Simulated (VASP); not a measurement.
# RbAg2SnSe4 (I222) in VASP: single point with PBE

Aim: the single point of RbAg2SnSe4 with PBE.

Everything below comes from runs of VASP 6.6.1. Logs are shortened: lines on timing, memory, paths and dates and some standing lists are left out, and cuts for length are marked.

## Step 1: The cell of the first run

The typed cell holds 8 atoms: a = 6.796 Å, b = 6.796 Å, c = 6.796 Å, α = 115.46°, β = 115.42°, γ = 98.10°.

## Step 2: Single point, PBE

Contents of INCAR:

```
ALGO = Normal
EDIFF = 1E-6
ENCUT = 520
GGA = PE
ISIF = 2
ISMEAR = 1
LASPH = True
LCHARG = False
LREAL = False
LWAVE = False
NBANDS = 44
NELM = 60
PREC = Accurate
SIGMA = 0.0158
```

Contents of KPOINTS:

```
k-points
0
Gamma
  4 4 4
```

Contents of POSCAR:

```
RbAg2SnSe4
1.0
   -3.6284386031      3.6305725062      4.4542531796
    3.6284386031     -3.6305725062      4.4542531796
    3.6284386031      3.6305725062     -4.4542531796
Rb Sn Ag Se
1 1 2 4
Direct
    0.0000000000      0.0000000000      0.0000000000
    0.5000000000      0.5000000000      0.0000000000
    0.7497732133      0.2497732133      0.5000000000
    0.2502267867      0.7502267867      0.5000000000
    0.5283059513      0.5283548332      0.4039305329
    0.1244243004      0.1243754185      0.5960694671
    0.4716940487      0.8756245815      0.0000488819
    0.8755756996      0.4716451668      0.9999511181
```

Potentials or basis: VASP PAW PBE potentials, release 64 (Rb_sv, Sn_d, Ag, Se).

Started as:

```sh
$ cat potpaw_PBE.64/Rb_sv/POTCAR potpaw_PBE.64/Sn_d/POTCAR potpaw_PBE.64/Ag/POTCAR potpaw_PBE.64/Se/POTCAR > POTCAR
$ mpirun -np 1 vasp_std > vasp.out
```

OUTCAR:

```text
EDIFF = 1E-6
   ENCUT = 520
   GGA = PE
   ISIF = 2
   ISMEAR = 1
   LASPH = True
   LREAL = False
   NELM = 60
   PREC = Accurate

 ion  position               nearest neighbor table
   1  0.000  0.000  0.000-   6 3.43   5 3.43   8 3.43   7 3.43   5 3.57   8 3.57   7 3.57   6 3.57
                             4 4.26   3 4.26   3 4.26   4 4.26   4 4.26   3 4.26   4 4.26   3 4.26
   2  0.500  0.500  0.000-   7 2.59   8 2.59   6 2.59   5 2.59   1 4.45   1 4.45
   3  0.750  0.250  0.500-   7 2.70   8 2.70   5 2.70   6 2.70   1 4.26   1 4.26   1 4.26   1 4.26

   4  0.250  0.750  0.500-   5 2.70   6 2.70   8 2.70   7 2.70   1 4.26   1 4.26   1 4.26   1 4.26

   5  0.528  0.528  0.404-   2 2.59   4 2.70   3 2.70   1 3.43   1 3.57
   6  0.124  0.124  0.596-   2 2.59   4 2.70   3 2.70   1 3.43   1 3.57
   7  0.472  0.876  0.000-   2 2.59   3 2.70   4 2.70   1 3.43   1 3.57
   8  0.876  0.472  1.000-   2 2.59   3 2.70   4 2.70   1 3.43   1 3.57

  LATTYP: Found a body centered orthorhombic cell.
 ALAT       =     7.2568772062
 B/A-ratio  =     1.0005881051
 C/A-ratio  =     1.2275950255

  Lattice vectors:

 A1 = (  -3.6284386031,   3.6305725062,   4.4542531796)
 A2 = (   3.6284386031,  -3.6305725062,   4.4542531796)
 A3 = (   3.6284386031,   3.6305725062,  -4.4542531796)

Analysis of symmetry for initial positions (statically):
=====================================================================
 Subroutine PRICEL returns:
 Original cell was already a primitive cell.

 Routine SETGRP: Setting up the symmetry group for a
 body centered orthorhombic supercell.

 Subroutine GETGRP returns: Found  4 space group operations
 (whereof  4 operations were pure point group operations)
 out of a pool of  8 trial point group operations.

The static configuration has the point symmetry D_2 .

Analysis of symmetry for dynamics (positions and initial velocities):
=====================================================================
 Subroutine PRICEL returns:
 Original cell was already a primitive cell.

 Routine SETGRP: Setting up the symmetry group for a
 body centered orthorhombic supercell.

 Subroutine GETGRP returns: Found  4 space group operations
 (whereof  4 operations were pure point group operations)
 out of a pool of  8 trial point group operations.

The dynamic configuration has the point symmetry D_2 .

 Subroutine INISYM returns: Found  4 space group operations
 (whereof  4 operations are pure point group operations),
 and found     1 'primitive' translations

----------------------------------------------------------------------------------------

                                     Primitive cell

  volume of cell :     234.7090

  direct lattice vectors                    reciprocal lattice vectors
    -3.628438603  3.630572506  4.454253180     0.000000000  0.137719326  0.112252263
     3.628438603 -3.630572506  4.454253180     0.137800320  0.000000000  0.112252263
     3.628438603  3.630572506 -4.454253180     0.137800320  0.137719326  0.000000000

  length of vectors
     6.796101442  6.796101442  6.796101442     0.177671561  0.177734349  0.194821819

  position of ions in fractional coordinates (direct lattice)
     0.000000000  0.000000000  0.000000000
     0.500000000  0.500000000  0.000000000
     0.749773213  0.249773213  0.500000000
     0.250226787  0.750226787  0.500000000
     0.528305951  0.528354833  0.403930533
     0.124424300  0.124375419  0.596069467
     0.471694049  0.875624581  0.000048882
     0.875575700  0.471645167  0.999951118

  ion indices of the primitive-cell ions
   primitive index   ion index
                 1           1
                 2           2
                 3           3
                 4           4
                 5           5
                 6           6
                 7           7
                 8           8

----------------------------------------------------------------------------------------

 KPOINTS: k-points

Automatic generation of k-mesh.
 Grid dimensions read from file:
 generate k-points for:    4    4    4

 Generating k-lattice:

  Cartesian coordinates                     Fractional coordinates (reciprocal lattice)
     0.000000000  0.034429832  0.028063066     0.250000000  0.000000000 -0.000000000
     0.034450080  0.000000000  0.028063066     0.000000000  0.250000000 -0.000000000
     0.034450080  0.034429832  0.000000000     0.000000000  0.000000000  0.250000000

  Length of vectors
     0.044417890  0.044433587  0.048705455

  Shift w.r.t. Gamma in fractional coordinates (k-lattice)
     0.000000000  0.000000000  0.000000000

 Subroutine IBZKPT returns following result:
 ===========================================

 Found     18 irreducible k-points:

 Following reciprocal coordinates:
            Coordinates               Weight
  0.000000  0.000000  0.000000      1.000000
  0.250000  0.000000  0.000000      4.000000
  0.500000  0.000000  0.000000      2.000000
  0.000000  0.250000  0.000000      4.000000
  0.250000  0.250000  0.000000      8.000000
  0.500000  0.250000  0.000000      8.000000
[... 10 lines left out ...]
 -0.250000 -0.250000  0.250000      2.000000
  0.500000  0.500000  0.500000      1.000000
   k-points           NKPTS =     18   k-points in BZ     NKDIM =     18   number of bands    NBANDS=     44
   number of dos      NEDOS =    301   number of ions     NIONS =      8
   total plane-waves  NPLWV = 157464
   dimension x,y,z NGX =    54 NGY =   54 NGZ =   54
   dimension x,y,z NGXF=   108 NGYF=  108 NGZF=  108
   ions per type =               1   1   2   4
   NGX,Y,Z   is equivalent  to a cutoff of  13.21, 13.21, 13.21 a.u.
   NGXF,Y,Z  is equivalent  to a cutoff of  26.42, 26.42, 26.42 a.u.
 SYSTEM =  unknown system
   PREC   = accura    normal or accurate (medium, high low for compatibility)
   ISTART =      0    job   : 0-new  1-cont  2-samecut
   ICHARG =      2    charge: 1-file 2-atom 10-const
   ISPIN  =      1    spin polarized calculation?
   LNONCOLLINEAR =      F non collinear calculations
   LSORBIT =      F    spin-orbit coupling
   LASPH  =      T    aspherical Exc in radial PAW
   ENCUT  =  520.0 eV  38.22 Ry    6.18 a.u.  12.64 12.64 12.64*2*pi/ulx,y,z
   NELM   =     60;   NELMIN=  2; NELMDL= -5     # of ELM steps
   EDIFF  = 0.1E-05   stopping-criterion for ELM
   LREAL  =      F    real-space projection
   EDIFFG = 0.1E-04   stopping-criterion for IOM
   NSW    =      0    number of steps for IOM
   IBRION =     -1    ionic relax: 0-MD 1-quasi-New 2-CG
   NFREE  =      0    steps in history (QN), initial steepest desc. (CG)
   ISIF   =      2    stress and relaxation
   ISYM   =      2    0-nonsym 1-usesym 2-fastsym
   POTIM  = 0.5000    time-step for ionic-motion
   TEBEG  =    0.0;   TEEND  =   0.0 temperature during run
   PSTRESS=    0.0 pullay stress
   NELECT =      69.0000    total number of electrons
   NUPDOWN=      -1.0000    fix difference up-down
   EMIN   =  10.00;   EMAX   =-10.00  energy-range for DOS
   EFERMI =   0.00;   METHOD = LEGACY
   ISMEAR =     1;   SIGMA  =   0.02  broadening in eV -4-tet -1-fermi 0-gaus
   EFERMI_NEDOS =   21; number of points for ismear=-14 and -15
   IALGO  =     38    algorithm
   IMIX   =      4    mixing-type and parameters
     AMIX     =   0.40;   BMIX     =  1.00
     AMIX_MAG =   1.60;   BMIX_MAG =  1.00
  volume/ion in A,a.u.               =      29.34       197.99
  Fermi-wavevector in a.u.,A,eV,Ry     =   1.088549  2.057059 16.122069  1.184939
  Thomas-Fermi vector in A             =   2.224733
   LORBIT       =      0    0 simple, 1 ext, 2 COOP (PROOUT), +10 PAW based schemes
   GGA     = PE    functional components
   LHFCALC =     F    Hartree Fock is set to
   AEXX    =    0.0000 exact exchange contribution
   IVDW    =     0    specifies the selected vdW correction
   LEPSILON=     F    determine dielectric tensor
   LRPA    =     F    only Hartree local field effects (RPA)
 non-spin polarized calculation
 Methfessel and Paxton  Order N= 1 SIGMA  =   0.02
  energy-cutoff  :      520.00
  volume of cell :      234.71
 maximum number of plane-waves:      6373
 NGX is ok and might be reduce to    54
   NGX = 25   NGY = 25   NGZ = 25

 number of electron      68.9999992 magnetization

 Free energy of the ion-electron system (eV)
  ---------------------------------------------------
  ext. energy  EPLUGINS =         0.00000000
  ---------------------------------------------------
  free energy    TOTEN  =       -27.57619174 eV

  energy without entropy =      -27.57571477  energy(sigma->0) =      -27.57603275

 E-fermi :   2.4611     XC(G=0):  -8.7822

 val. band max:        2.3731571408   @ k =   0.5000   0.5000   0.2500
 cond. band min:       2.4635538908   @ k =   0.0000   0.2500   0.0000
 fundamental gap:      0.0903967500
 Fermi energy:         2.4611359362

 k-point     1 :       0.0000    0.0000    0.0000
  band No.  band energies     occupation
      1     -23.1736      2.00000
      2     -19.0213      2.00000
      3     -19.0137      2.00000
      4     -19.0137      2.00000
      5     -18.9736      2.00000
      6     -18.9433      2.00000
[... 36 lines left out ...]
     43       8.4626      0.00000
     44       8.8106      0.00000

 k-point     2 :       0.2500    0.0000    0.0000
  band No.  band energies     occupation
      1     -23.1735      2.00000
      2     -19.0212      2.00000
      3     -19.0136      2.00000
      4     -19.0136      2.00000
      5     -18.9736      2.00000
      6     -18.9433      2.00000
[... 36 lines left out ...]
     43       8.1653      0.00000
     44       8.8602      0.00000

 k-point     3 :       0.5000    0.0000    0.0000
  band No.  band energies     occupation
      1     -23.1734      2.00000
      2     -19.0212      2.00000
      3     -19.0135      2.00000
      4     -19.0135      2.00000
      5     -18.9736      2.00000
      6     -18.9433      2.00000
[... 694 lines left out ...]
     43       8.7436      0.00000
     44       8.8925      0.00000

 k-point    18 :       0.5000    0.5000    0.5000
  band No.  band energies     occupation
      1     -23.1732      2.00000
      2     -19.0211      2.00000
      3     -19.0133      2.00000
      4     -19.0133      2.00000
      5     -18.9737      2.00000
      6     -18.9433      2.00000
[... 36 lines left out ...]
     43       9.0762      0.00000
     44       9.0783      0.00000

------------------------ aborting loop because EDIFF is reached ----------------------------------------

  FORCE on cell =-STRESS in cart. coord.  units (eV):
  Direction    XX          YY          ZZ          XY          YZ          ZX
  --------------------------------------------------------------------------------------
  -------------------------------------------------------------------------------------
  Total        0.0404974      0.0275393      0.0453404      0.0000000      0.0000000      0.0000000
  in kB        0.2764444      0.1879895      0.3095038      0.0000000      0.0000000      0.0000000
  external PRESSURE =       0.2579792 kB  Pullay stress =       0.0000000 kB

 VOLUME and BASIS-vectors are now :
 -----------------------------------------------------------------------------
  energy-cutoff  :      520.00
  volume of cell :      234.71
      direct lattice vectors                 reciprocal lattice vectors
    -3.628438603  3.630572506  4.454253180     0.000000000  0.137719326  0.112252263
     3.628438603 -3.630572506  4.454253180     0.137800320  0.000000000  0.112252263
     3.628438603  3.630572506 -4.454253180     0.137800320  0.137719326  0.000000000

 POSITION                                       TOTAL-FORCE (eV/Angst)
 -----------------------------------------------------------------------------------
      0.00000      0.00000      0.00000         0.000000      0.000000      0.000000
      0.00000      0.00000      4.45425         0.000000      0.000000      0.000000
      0.00000      3.63057      2.22511        -0.000000     -0.000000      0.000240
      3.62844      0.00000      2.22915         0.000000      0.000000     -0.000240
      1.46581      1.46632      2.90743         0.004735      0.005021     -0.004668
      2.16262      2.16425     -1.54683        -0.004735     -0.005021     -0.004668
      1.46581     -1.46632      6.00108         0.004735     -0.005021      0.004668
      2.16262      5.09689      1.54683        -0.004735      0.005021      0.004668
 -----------------------------------------------------------------------------------
    total drift:                               -0.000001     -0.000001     -0.000001

  FREE ENERGIE OF THE ION-ELECTRON SYSTEM (eV)
  ---------------------------------------------------
  free  energy   TOTEN  =       -27.5761917351 eV

  energy  without entropy=      -27.5757147699  energy(sigma->0) =      -27.57603275
```

It took 4.5 min on 1 thread of Intel Xeon Platinum 8259CL at 2.50GHz (Skylake/Cascade Lake), shared host; peak memory 0.51 GiB.

What came out:

```
Free energy            : -27.5762 eV
Pressure               : 0.0 GPa
Largest force          : 0.008 eV/Å
Band gap on the k mesh : zero (an odd number of electrons rules out a gap without spin polarisation)
```

Forces on the atoms (eV/Å):
```
Rb   0.000  0.000  0.000
Sn   0.000  0.000  0.000
Ag   0.000  0.000  0.000
Ag   0.000  0.000  0.000
Se   0.005  0.005 -0.005
Se  -0.005 -0.005 -0.005
Se   0.005 -0.005  0.005
Se  -0.005  0.005  0.005
```

Levels at points of the mesh, in eV from the Fermi level:
```
           k point  band 31  band 32  band 33  band 34  band 35  band 36  band 37  band 38
(0.00, 0.00, 0.00)    -0.83    -0.55    -0.44    -0.44    -0.38     0.51     2.87     4.29
(0.50, 0.00, 0.00)    -1.34    -0.91    -0.66    -0.55     0.14     1.95     2.98     3.34
(0.00, 0.50, 0.00)    -1.34    -0.91    -0.65    -0.55     0.14     1.95     2.98     3.34
(0.50, 0.50, 0.00)    -1.36    -1.18    -0.91    -0.73    -0.47     1.74     2.79     2.97
(0.50, 0.50, 0.50)    -1.98    -1.55    -0.44    -0.43     0.63     1.60     2.85     3.10
```

Caveat: spin-orbit coupling is left out, which moves the levels of the heavy elements.
